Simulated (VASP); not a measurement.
# KMgF3 (Pm-3m) in VASP: notebook

Runs on KMgF3. Level: r2SCAN. Tasks: single point.

Program: VASP 6.6.1. These are calculated values, not measurements. Logs are shortened: lines on timing, memory, paths and dates and some standing lists are left out, and cuts for length are marked.

**1. The cell of the first run**

It takes space group Pm-3m (No. 221, cubic). Conventional cell: a = 3.986 Å, b = 3.986 Å, c = 3.986 Å, α = 90.00°, β = 90.00°, γ = 90.00°. Within 3.7 Å of K (site symmetry m-3m) lie 12 F at 2.82 Å and 8 Mg at 3.45 Å. Mg (site symmetry m-3m) has 6 F at 1.99 Å within 2.6 Å. Within 2.6 Å of F (site symmetry 4/mmm) lie 2 Mg at 1.99 Å.

**2. Single point, r2SCAN**

POSCAR reads:

```
KMgF3
1.0
    3.9859000000      0.0000000000      0.0000000000
    0.0000000000      3.9859000000      0.0000000000
    0.0000000000      0.0000000000      3.9859000000
K Mg F
1 1 3
Direct
    0.5000000000      0.5000000000      0.5000000000
    0.0000000000      0.0000000000      0.0000000000
    0.5000000000      0.0000000000      0.0000000000
    0.0000000000      0.5000000000      0.0000000000
    0.0000000000      0.0000000000      0.5000000000
```

INCAR.step1 reads:

```
  PREC = Accurate
  ENCUT = 520
  ISMEAR = 0
  SIGMA = 0.1
  LREAL = False
  LASPH = True
  NELM = 80
  NBANDS = 24
  GGA = PE
  ALGO = Normal
  EDIFF = 1E-4
  LWAVE = True
  LCHARG = False
```

INCAR.step2 reads:

```
  PREC = Accurate
  ENCUT = 520
  EDIFF = 1E-7
  ISMEAR = 0
  SIGMA = 0.1
  LREAL = False
  LASPH = True
  NELM = 80
  ALGO = Normal
  ISIF = 2
  LWAVE = False
  LCHARG = False
  METAGGA = R2SCAN
  LMIXTAU = True
  NBANDS = 24
  ISTART = 1
```

KPOINTS reads:

```
Automatic mesh
0
Gamma
  4 4 4
```

Potentials or basis: VASP PAW PBE potentials, release 64 (K_sv, Mg, F).

Command:

```bash
cat potpaw_PBE.64/K_sv/POTCAR potpaw_PBE.64/Mg/POTCAR potpaw_PBE.64/F/POTCAR > POTCAR
cp INCAR.step1 INCAR
mpirun -np 1 vasp_std > vasp.out
cp INCAR.step2 INCAR
mpirun -np 1 vasp_std > vasp.out
```

OUTCAR:

```text
PREC = Accurate
   ENCUT = 520
   EDIFF = 1E-7
   ISMEAR = 0
   LREAL = False
   LASPH = True
   NELM = 80
   ISIF = 2
   METAGGA = R2SCAN
   ISTART = 1

 ion  position               nearest neighbor table
   1  0.500  0.500  0.500-   3 2.82   4 2.82   5 2.82   3 2.82   4 2.82   3 2.82   5 2.82   3 2.82
                             4 2.82   5 2.82   4 2.82   5 2.82   2 3.45   2 3.45   2 3.45   2 3.45
   2  0.000  0.000  0.000-   3 1.99   4 1.99   5 1.99   5 1.99   4 1.99   3 1.99   1 3.45   1 3.45
                             1 3.45   1 3.45   1 3.45   1 3.45   1 3.45   1 3.45
   3  0.500  0.000  0.000-   2 1.99   2 1.99   1 2.82   1 2.82   1 2.82   1 2.82
   4  0.000  0.500  0.000-   2 1.99   2 1.99   1 2.82   1 2.82   1 2.82   1 2.82
   5  0.000  0.000  0.500-   2 1.99   2 1.99   1 2.82   1 2.82   1 2.82   1 2.82

  LATTYP: Found a simple cubic cell.
 ALAT       =     3.9859000000

  Lattice vectors:

 A1 = (   3.9859000000,   0.0000000000,   0.0000000000)
 A2 = (   0.0000000000,   3.9859000000,   0.0000000000)
 A3 = (   0.0000000000,   0.0000000000,   3.9859000000)

Analysis of symmetry for initial positions (statically):
=====================================================================
 Subroutine PRICEL returns:
 Original cell was already a primitive cell.

 Routine SETGRP: Setting up the symmetry group for a
 simple cubic supercell.

 Subroutine GETGRP returns: Found 48 space group operations
 (whereof 48 operations were pure point group operations)
 out of a pool of 48 trial point group operations.

The static configuration has the point symmetry O_h .

Analysis of symmetry for dynamics (positions and initial velocities):
=====================================================================
 Subroutine PRICEL returns:
 Original cell was already a primitive cell.

 Routine SETGRP: Setting up the symmetry group for a
 simple cubic supercell.

 Subroutine GETGRP returns: Found 48 space group operations
 (whereof 48 operations were pure point group operations)
 out of a pool of 48 trial point group operations.

The dynamic configuration has the point symmetry O_h .

 Subroutine INISYM returns: Found 48 space group operations
 (whereof 48 operations are pure point group operations),
 and found     1 'primitive' translations

----------------------------------------------------------------------------------------

                                     Primitive cell

  volume of cell :      63.3256

  direct lattice vectors                    reciprocal lattice vectors
     3.985900000  0.000000000  0.000000000     0.250884367  0.000000000  0.000000000
     0.000000000  3.985900000  0.000000000     0.000000000  0.250884367  0.000000000
     0.000000000  0.000000000  3.985900000     0.000000000  0.000000000  0.250884367

  length of vectors
     3.985900000  3.985900000  3.985900000     0.250884367  0.250884367  0.250884367

  position of ions in fractional coordinates (direct lattice)
     0.500000000  0.500000000  0.500000000
     0.000000000  0.000000000  0.000000000
     0.500000000  0.000000000  0.000000000
     0.000000000  0.500000000  0.000000000
     0.000000000  0.000000000  0.500000000

  ion indices of the primitive-cell ions
   primitive index   ion index
                 1           1
                 2           2
                 3           3
                 4           4
                 5           5

----------------------------------------------------------------------------------------

 KPOINTS: Automatic mesh

Automatic generation of k-mesh.
 Grid dimensions read from file:
 generate k-points for:    4    4    4

 Generating k-lattice:

  Cartesian coordinates                     Fractional coordinates (reciprocal lattice)
     0.062721092  0.000000000  0.000000000     0.250000000  0.000000000  0.000000000
     0.000000000  0.062721092  0.000000000     0.000000000  0.250000000  0.000000000
     0.000000000  0.000000000  0.062721092     0.000000000  0.000000000  0.250000000

  Length of vectors
     0.062721092  0.062721092  0.062721092

  Shift w.r.t. Gamma in fractional coordinates (k-lattice)
     0.000000000  0.000000000  0.000000000

 Subroutine IBZKPT returns following result:
 ===========================================

 Found     10 irreducible k-points:

 Following reciprocal coordinates:
            Coordinates               Weight
  0.000000  0.000000  0.000000      1.000000
  0.250000  0.000000  0.000000      6.000000
  0.500000  0.000000  0.000000      3.000000
  0.250000  0.250000  0.000000     12.000000
  0.500000  0.250000  0.000000     12.000000
  0.500000  0.500000  0.000000      3.000000
  0.250000  0.250000  0.250000      8.000000
  0.500000  0.250000  0.250000     12.000000
  0.500000  0.500000  0.250000      6.000000
  0.500000  0.500000  0.500000      1.000000
   k-points           NKPTS =     10   k-points in BZ     NKDIM =     10   number of bands    NBANDS=     24
[... 31 lines left out ...]
   EFERMI =   0.00;   METHOD = LEGACY
   ISMEAR =     0;   SIGMA  =   0.10  broadening in eV -4-tet -1-fermi 0-gaus
   EFERMI_NEDOS =   21; number of points for ismear=-14 and -15
   IALGO  =     38    algorithm
   IMIX   =      4    mixing-type and parameters
     AMIX     =   0.40;   BMIX     =  1.00
     AMIX_MAG =   1.60;   BMIX_MAG =  1.00
  volume/ion in A,a.u.               =      12.67        85.47
  Fermi-wavevector in a.u.,A,eV,Ry     =   1.303962  2.464132 23.134232  1.700318
  Thomas-Fermi vector in A             =   2.434930
   LORBIT       =      0    0 simple, 1 ext, 2 COOP (PROOUT), +10 PAW based schemes
   METAGGA = R2SCAN    functional components
   LHFCALC =     F    Hartree Fock is set to
   AEXX    =    0.0000 exact exchange contribution
   IVDW    =     0    specifies the selected vdW correction
   LEPSILON=     F    determine dielectric tensor
   LRPA    =     F    only Hartree local field effects (RPA)
 non-spin polarized calculation
 Gauss-broadening in eV      SIGMA  =   0.10
  energy-cutoff  :      520.00
  volume of cell :       63.33
 maximum number of plane-waves:      1743
 NGX is ok and might be reduce to    30
   NGX = 15   NGY = 15   NGZ = 15

 number of electron      31.9999958 magnetization

 Free energy of the ion-electron system (eV)
  ---------------------------------------------------
  ext. energy  EPLUGINS =         0.00000000
  ---------------------------------------------------
  free energy    TOTEN  =       -37.41499994 eV

  energy without entropy =      -37.41499994  energy(sigma->0) =      -37.41499994

 E-fermi :  -1.6421     XC(G=0): -10.2043

 val. band max:       -2.2166885775   @ k =   0.5000   0.5000   0.5000
 cond. band min:       6.0312995510   @ k =   0.0000   0.0000   0.0000
 fundamental gap:      8.2479881285
 Fermi energy:        -1.6420655614

 k-point     1 :       0.0000    0.0000    0.0000
  band No.  band energies     occupation
      1     -28.8160      2.00000
      2     -23.4571      2.00000
      3     -22.8268      2.00000
      4     -22.8268      2.00000
      5     -11.5427      2.00000
      6     -11.5427      2.00000
[... 16 lines left out ...]
     23      13.0172      0.00000
     24      15.9839      0.00000

 k-point     2 :       0.2500    0.0000    0.0000
  band No.  band energies     occupation
      1     -28.8016      2.00000
      2     -23.3948      2.00000
      3     -22.9011      2.00000
      4     -22.8221      2.00000
      5     -11.5361      2.00000
      6     -11.5156      2.00000
[... 16 lines left out ...]
     23      12.9270      0.00000
     24      15.6424      0.00000

 k-point     3 :       0.5000    0.0000    0.0000
  band No.  band energies     occupation
      1     -28.7871      2.00000
      2     -23.3075      2.00000
      3     -23.0008      2.00000
      4     -22.8176      2.00000
      5     -11.5296      2.00000
      6     -11.4881      2.00000
[... 16 lines left out ...]
     23      13.2158      0.00000
     24      14.3678      0.00000
[... 136 lines left out ...]
 k-point     9 :       0.5000    0.5000    0.2500
  band No.  band energies     occupation
      1     -28.7604      2.00000
      2     -23.0280      2.00000
      3     -23.0120      2.00000
      4     -23.0120      2.00000
      5     -11.6713      2.00000
      6     -11.6713      2.00000
[... 16 lines left out ...]
     23      13.1783      0.00000
     24      13.1783      0.00000

 k-point    10 :       0.5000    0.5000    0.5000
  band No.  band energies     occupation
      1     -28.7538      2.00000
      2     -23.0033      2.00000
      3     -23.0033      2.00000
      4     -23.0033      2.00000
      5     -11.7250      2.00000
      6     -11.7250      2.00000
[... 16 lines left out ...]
     23      14.0037      0.00000
     24      14.0037      0.00000

------------------------ aborting loop because EDIFF is reached ----------------------------------------

  FORCE on cell =-STRESS in cart. coord.  units (eV):
  Direction    XX          YY          ZZ          XY          YZ          ZX
  --------------------------------------------------------------------------------------
  -------------------------------------------------------------------------------------
  Total       -0.3618285     -0.3618285     -0.3618285     -0.0000000      0.0000000      0.0000000
  in kB       -9.1544902     -9.1544902     -9.1544902     -0.0000000      0.0000000      0.0000000
  external PRESSURE =      -9.1544902 kB  Pullay stress =       0.0000000 kB

 VOLUME and BASIS-vectors are now :
 -----------------------------------------------------------------------------
  energy-cutoff  :      520.00
  volume of cell :       63.33
      direct lattice vectors                 reciprocal lattice vectors
     3.985900000  0.000000000  0.000000000     0.250884367  0.000000000  0.000000000
     0.000000000  3.985900000  0.000000000     0.000000000  0.250884367  0.000000000
     0.000000000  0.000000000  3.985900000     0.000000000  0.000000000  0.250884367

 POSITION                                       TOTAL-FORCE (eV/Angst)
 -----------------------------------------------------------------------------------
      1.99295      1.99295      1.99295         0.000000      0.000000      0.000000
      0.00000      0.00000      0.00000         0.000000      0.000000      0.000000
      1.99295      0.00000      0.00000         0.000000      0.000000      0.000000
      0.00000      1.99295      0.00000         0.000000      0.000000      0.000000
      0.00000      0.00000      1.99295         0.000000      0.000000      0.000000
 -----------------------------------------------------------------------------------
    total drift:                                0.000000     -0.000000      0.000000

  FREE ENERGIE OF THE ION-ELECTRON SYSTEM (eV)
  ---------------------------------------------------
  free  energy   TOTEN  =       -37.4149999377 eV

  energy  without entropy=      -37.4149999377  energy(sigma->0) =      -37.41499994
```

Wall time 57 s (1 thread of Intel Xeon 6975P-C, shared host); peak memory 0.17 GiB.

What came out:

- Free energy: -37.4150 eV
- Pressure: -0.9 GPa
- Band gap on the k mesh: 8.25 eV, indirect (least direct gap 8.57 eV)

Levels at points of the mesh, in eV from the valence-band top:
```tsv
k point	band 14	band 15	band 16	band 17	band 18	band 19
(0.00, 0.00, 0.00)	-0.32	-0.32	-0.32	8.25	10.84	10.84
(0.50, 0.00, 0.00)	-0.86	-0.53	-0.53	11.01	11.47	11.90
(0.50, 0.50, 0.00)	-0.89	-0.89	-0.02	11.88	12.55	13.66
(0.50, 0.50, 0.50)	0.00	0.00	0.00	11.37	11.37	11.37
```

Caveat: the PAW data sets were made with another functional, which shifts forces and pressure a little. A k mesh can miss the band edges.

**3. Single point, r2SCAN (volume scaled by 0.88)**

POSCAR: that of step 2 with these lines changed.

```diff
@@ -2,5 +2,5 @@
 1.0
-    3.9859000000      0.0000000000      0.0000000000
-    0.0000000000      3.9859000000      0.0000000000
-    0.0000000000      0.0000000000      3.9859000000
+    3.8147548738      0.0000000000      0.0000000000
+    0.0000000000      3.8147548738      0.0000000000
+    0.0000000000      0.0000000000      3.8147548738
 K Mg F
```

INCAR.step1 reads:

```
PREC = Accurate
ENCUT = 520
ISMEAR = 0
SIGMA = 0.02
LREAL = False
LASPH = True
NELM = 100
NBANDS = 24
GGA = PE
ALGO = Normal
EDIFF = 1E-4
LWAVE = True
LCHARG = False
```

INCAR.step2 reads:

```
PREC = Accurate
ENCUT = 520
EDIFF = 1E-6
ISMEAR = 0
SIGMA = 0.02
LREAL = False
LASPH = True
NELM = 100
ALGO = Normal
ISIF = 2
LWAVE = False
LCHARG = False
METAGGA = R2SCAN
LMIXTAU = True
NBANDS = 24
ISTART = 1
```

KPOINTS reads:

```
regular mesh
0
Gamma
  6 6 6
```

Potentials or basis: VASP PAW PBE potentials, release 64 (K_sv, Mg, F).

Command:

```bash
cat potpaw_PBE.64/K_sv/POTCAR potpaw_PBE.64/Mg/POTCAR potpaw_PBE.64/F/POTCAR > POTCAR
cp INCAR.step1 INCAR
mpirun -np 1 vasp_std > vasp.out
cp INCAR.step2 INCAR
mpirun -np 1 vasp_std > vasp.out
```

It took 76 s on 1 thread of Intel Xeon 6975P-C, shared host; peak memory 0.18 GiB.

The run converged. Its results:

```yaml
Free_energy: -37.1478 eV
Pressure: 12.8 GPa
Band_gap_on_the_k_mesh: 9.38 eV, indirect (least direct gap 9.69 eV)
```

Levels at points of the mesh, in eV from the valence-band top:
| k point | band 14 | band 15 | band 16 | band 17 | band 18 | band 19 |
| --- | --- | --- | --- | --- | --- | --- |
| (0.00, 0.00, 0.00) | -0.31 | -0.31 | -0.31 | 9.38 | 11.01 | 11.01 |
| (0.50, 0.00, 0.00) | -1.02 | -0.61 | -0.61 | 11.88 | 12.26 | 12.95 |
| (0.50, 0.50, 0.00) | -1.00 | -1.00 | -0.03 | 12.63 | 13.18 | 14.39 |
| (0.50, 0.50, 0.50) | 0.00 | 0.00 | 0.00 | 11.91 | 11.91 | 11.91 |

Caveat: the PAW data sets were made with another functional, which shifts forces and pressure a little.

**4. Single point, r2SCAN (volume scaled by 0.91)**

POSCAR: that of step 3 with these lines changed.

```diff
@@ -2,5 +2,5 @@
 1.0
-    3.8147548738      0.0000000000      0.0000000000
-    0.0000000000      3.8147548738      0.0000000000
-    0.0000000000      0.0000000000      3.8147548738
+    3.8576208760      0.0000000000      0.0000000000
+    0.0000000000      3.8576208760      0.0000000000
+    0.0000000000      0.0000000000      3.8576208760
 K Mg F
```

INCAR.step1 reads:

```
SYSTEM = KMgF3
PREC     = Accurate       ! precision mode
ENCUT    = 520            ! plane-wave cutoff, eV
ISMEAR   = 0              ! smearing method
SIGMA    = 0.02           ! smearing width, eV
LREAL    = .False.        ! projectors in reciprocal space
LASPH    = .True.         ! aspherical terms in the spheres
NELM     = 60             ! most SCF steps
NBANDS   = 24             ! bands
GGA      = PE             ! functional
ALGO     = Normal         ! electronic algorithm
EDIFF    = 1E-4           ! SCF threshold, eV
LWAVE    = .True.         ! write WAVECAR
LCHARG   = .False.        ! write CHGCAR
```

INCAR.step2 reads:

```
SYSTEM = KMgF3
PREC     = Accurate       ! precision mode
ENCUT    = 520            ! plane-wave cutoff, eV
EDIFF    = 1E-7           ! SCF threshold, eV
ISMEAR   = 0              ! smearing method
SIGMA    = 0.02           ! smearing width, eV
LREAL    = .False.        ! projectors in reciprocal space
LASPH    = .True.         ! aspherical terms in the spheres
NELM     = 60             ! most SCF steps
ALGO     = Normal         ! electronic algorithm
ISIF     = 2              ! what is computed and relaxed
LWAVE    = .False.        ! write WAVECAR
LCHARG   = .False.        ! write CHGCAR
METAGGA  = R2SCAN         ! meta-GGA
LMIXTAU  = .True.       
NBANDS   = 24             ! bands
ISTART   = 1
```

KPOINTS reads:

```
regular mesh
0
Gamma
  6 6 6
  0 0 0
```

Command:

```bash
cat potpaw_PBE.64/K_sv/POTCAR potpaw_PBE.64/Mg/POTCAR potpaw_PBE.64/F/POTCAR > POTCAR
cp INCAR.step1 INCAR
mpirun -np 1 vasp_std > vasp.out
cp INCAR.step2 INCAR
mpirun -np 1 vasp_std > vasp.out
```

Wall time 1.7 min (1 thread of Intel Xeon 6975P-C, shared host); peak memory 0.19 GiB.

It converged, with:

```
Free energy            : -37.2767 eV
Pressure               : 8.5 GPa
Band gap on the k mesh : 9.07 eV, indirect (least direct gap 9.39 eV)
```

Levels at points of the mesh, in eV from the valence-band top:
| k point | band 12 | band 13 | band 14 | band 15 | band 16 | band 17 | band 18 | band 19 | band 20 | band 21 |
| --- | --- | --- | --- | --- | --- | --- | --- | --- | --- | --- |
| (0.00, 0.00, 0.00) | -0.74 | -0.74 | -0.32 | -0.32 | -0.32 | 9.07 | 10.97 | 10.97 | 13.42 | 13.42 |
| (0.50, 0.00, 0.00) | -1.03 | -0.98 | -0.98 | -0.59 | -0.59 | 11.66 | 12.17 | 12.56 | 14.08 | 14.26 |
| (0.50, 0.50, 0.00) | -1.22 | -1.22 | -0.98 | -0.98 | -0.03 | 12.45 | 13.03 | 14.23 | 14.23 | 14.69 |
| (0.50, 0.50, 0.50) | -1.21 | -1.21 | 0.00 | 0.00 | 0.00 | 11.77 | 11.77 | 11.77 | 15.45 | 15.45 |

Caveat: the PAW data sets were made with another functional, which shifts forces and pressure a little. A k mesh can miss the band edges.

**5. Single point, r2SCAN (volume scaled by 0.94)**

POSCAR: that of step 4 with these lines changed.

```diff
@@ -2,5 +2,5 @@
 1.0
-    3.8576208760      0.0000000000      0.0000000000
-    0.0000000000      3.8576208760      0.0000000000
-    0.0000000000      0.0000000000      3.8576208760
+    3.8995548230      0.0000000000      0.0000000000
+    0.0000000000      3.8995548230      0.0000000000
+    0.0000000000      0.0000000000      3.8995548230
 K Mg F
```

INCAR.step1 reads:

```
SYSTEM = KMgF3
  PREC = Accurate
  ENCUT = 520
  ISMEAR = 0
  SIGMA = 0.02
  LREAL = .FALSE.
  LASPH = .TRUE.
  NELM = 80
  NBANDS = 24
  GGA = PE
  ALGO = Normal
  EDIFF = 1E-4
  LWAVE = .TRUE.
  LCHARG = .FALSE.
```

INCAR.step2 reads:

```
SYSTEM = KMgF3
  PREC = Accurate
  ENCUT = 520
  EDIFF = 1E-7
  ISMEAR = 0
  SIGMA = 0.02
  LREAL = .FALSE.
  LASPH = .TRUE.
  NELM = 80
  ALGO = Normal
  ISIF = 2
  LWAVE = .FALSE.
  LCHARG = .FALSE.
  METAGGA = R2SCAN
  LMIXTAU = .TRUE.
  NBANDS = 24
  ISTART = 1
```

KPOINTS reads:

```
Automatic mesh
0
G
  6 6 6
  0 0 0
```

Command:

```bash
cat potpaw_PBE.64/K_sv/POTCAR potpaw_PBE.64/Mg/POTCAR potpaw_PBE.64/F/POTCAR > POTCAR
cp INCAR.step1 INCAR
mpirun -np 1 vasp_std > vasp.out
cp INCAR.step2 INCAR
mpirun -np 1 vasp_std > vasp.out
```

Run time: 90 s. Hardware: 1 thread of Intel Xeon 6975P-C, shared host; peak memory 0.19 GiB.

Results (log left out):

```
Free energy            : -37.3601 eV
Pressure               : 4.9 GPa
Band gap on the k mesh : 8.79 eV, indirect (least direct gap 9.11 eV)
```

Levels at points of the mesh, in eV from the valence-band top:
| k point | band 12 | band 13 | band 14 | band 15 | band 16 | band 17 | band 18 | band 19 | band 20 | band 21 |
| --- | --- | --- | --- | --- | --- | --- | --- | --- | --- | --- |
| (0.00, 0.00, 0.00) | -0.70 | -0.70 | -0.32 | -0.32 | -0.32 | 8.79 | 10.93 | 10.93 | 13.34 | 13.34 |
| (0.50, 0.00, 0.00) | -0.97 | -0.94 | -0.94 | -0.57 | -0.57 | 11.44 | 12.08 | 12.19 | 13.98 | 14.10 |
| (0.50, 0.50, 0.00) | -1.16 | -1.16 | -0.95 | -0.95 | -0.02 | 12.26 | 12.87 | 14.08 | 14.08 | 14.34 |
| (0.50, 0.50, 0.50) | -1.18 | -1.18 | 0.00 | 0.00 | 0.00 | 11.64 | 11.64 | 11.64 | 15.30 | 15.30 |

Caveat: the PAW data sets were made with another functional, which shifts forces and pressure a little. A k mesh can miss the band edges.

**6. Summary**

| cell | k mesh | smearing | gap on the mesh (eV) | pressure (GPa) |
| --- | --- | --- | --- | --- |
| a = 3.986 Å, 5 atoms | 4 × 4 × 4 | gaussian 0.1 eV | 8.25 | -0.9 |
| a = 3.815 Å, 5 atoms | 6 × 6 × 6 | gaussian 0.02 eV | 9.38 | 12.8 |
| a = 3.858 Å, 5 atoms | 6 × 6 × 6 | gaussian 0.02 eV | 9.07 | 8.5 |
| a = 3.900 Å, 5 atoms | 6 × 6 × 6 | gaussian 0.02 eV | 8.79 | 4.9 |

Alike in all rows: task single point; level r2SCAN; potentials or basis VASP PAW PBE potentials, release 64 (K_sv, Mg, F); no spin polarisation; cutoff (eV) 520.

Caveats: the PAW data sets were made with another functional, which shifts forces and pressure a little.

Absolute energies hang on the potentials; compare differences alone.
